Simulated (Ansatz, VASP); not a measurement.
# Two plane-wave programs on Mg

INCAR

```
SYSTEM = Mg
PREC = Accurate
ENCUT = 600
EDIFF = 1E-6
ISMEAR = 0
SIGMA = 0.062
LREAL = .False.
LASPH = .True.
NELM = 120
ALGO = Normal
ISIF = 2
LWAVE = .False.
LCHARG = .True.
GGA = PE
LELF = .True.
LVHAR = .True.
NBANDS = 7
GGA_COMPAT = .False.
```

File KPOINTS:

```
regular mesh
0
Gamma
  4 4 4
  0 0 0
```

Contents of POSCAR:

```
Mg
1.0
   -1.8359916300      1.8359916300      1.6794040200
    1.8359916300     -1.8359916300      1.6794040200
    1.8359916300      1.8359916300     -1.6794040200
Mg
1
Direct
    0.0000000000      0.0000000000      0.0000000000
```

Input for Ansatz:

```yaml
crystal:
  lattice:
    - [-1.83599163, 1.83599163, 1.67940402]
    - [1.83599163, -1.83599163, 1.67940402]
    - [1.83599163, 1.83599163, -1.67940402]
  atoms:
    - { symbol: Mg, position: [0.0, 0.0, 0.0] }
basis:
  ecutwfc: 420
kpoints:
  mp_grid: { grid: [4, 4, 4] }
hamiltonian:
  xc: pbe
scf:
  occupations: { method: gaussian, width: 0.062 }
output:
  forces: true
  stress: true
  eigenvalues: true
```

Alike in both runs: task single point; functional PBE; k mesh 4 × 4 × 4; occupations gaussian, width 0.062 eV; no spin polarisation.

|  | VASP | Ansatz |
| --- | --- | --- |
| version | VASP 6.6.1 | Ansatz 0.2.0 |
| potentials or method | VASP PAW PBE potentials, release 64 (Mg), cutoff 600 eV | scalar-relativistic, plane waves, PAW |
| valence electrons in the cell | 2 | 10 |

Ansatz gave:

```
gap on the k mesh at the Fermi level (eV)                     : none
pressure (GPa)                                                : 0.3
traceless stress, the component that is largest in VASP (GPa) : -1.13
```

Problem. Estimate VASP's values.

Solution. gap on the k mesh at the Fermi level (eV): none; pressure (GPa): 0.2; traceless stress, the component that is largest in VASP (GPa): -1.13.

A gap of «none» marks a metal or a gap that the smearing closes. VASP's potentials hold 2 valence electrons a cell and Ansatz's 10, so a difference there can come from the potentials and not from the codes.

The k mesh is coarse, so the values compare programs but aren't converged.
